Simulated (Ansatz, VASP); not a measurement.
## Two plane-wave programs on TaN

File INCAR:

```
PREC = Accurate
ENCUT = 520
EDIFF = 1E-6
ISMEAR = 0
SIGMA = 0.15
LREAL = False
LASPH = True
NELM = 60
ALGO = Normal
ISIF = 2
LWAVE = False
LCHARG = False
GGA = PS
NBANDS = 15
```

The input KPOINTS:

```
regular mesh
0
Gamma
  21 21 18
```

The input POSCAR:

```
TaN
1.0
    2.9427087915      0.0000000000      0.0000000000
   -1.4713543957      2.5484605694      0.0000000000
    0.0000000000      0.0000000000      2.9477113965
Ta N
1 1
Direct
    0.3333333333      0.6666666667      0.5000000000
    0.0000000000      0.0000000000      0.0000000000
```

Input for Ansatz:

```yaml
crystal:
  lattice:
    - [2.9427087915, 0.0, 0.0]
    - [-1.4713543957, 2.5484605694, 0.0]
    - [0.0, 0.0, 2.9477113965]
  atoms:
    - { symbol: Ta, position: [0.3333333333, 0.6666666667, 0.5] }
    - { symbol: "N", position: [0.0, 0.0, 0.0] }
basis:
  ecutwfc: 520.0
kpoints:
  mp_grid: { grid: [21, 21, 18] }
hamiltonian:
  xc: pbesol
scf:
  occupations: { method: gaussian, width: 0.15 }
output:
  forces: true
  stress: true
  eigenvalues: true
  write_density: true
  write_potential: true
  elf: true
  volumetric_format: npy
```

Alike in both runs: task single point; functional PBEsol; k mesh 21 × 21 × 18; occupations gaussian, width 0.15 eV; no spin polarisation.

|  | VASP | Ansatz |
| --- | --- | --- |
| version | VASP 6.6.1 | Ansatz 0.2.0 |
| potentials or method | VASP PAW PBE potentials, release 64 (Ta_pv, N), cutoff 520 eV | scalar-relativistic, plane waves, PAW |
| valence electrons in the cell | 16 | 18 |

|  | VASP | Ansatz | Ansatz less VASP |
| --- | --- | --- | --- |
| gap on the k mesh at the Fermi level (eV) | none | none | - |
| pressure (GPa) | -12.8 | -13.5 | -0.66 |
| traceless stress, the component that is largest in VASP (GPa) | -8.92 | -9.03 | -0.113 |

VASP's potentials were made for PBE, not for PBEsol. A gap of «none» marks a metal or a gap that the smearing closes. VASP's potentials hold 16 valence electrons a cell and Ansatz's 18, so a difference there can come from the potentials and not from the codes.

Neither program's run includes spin-orbit coupling.
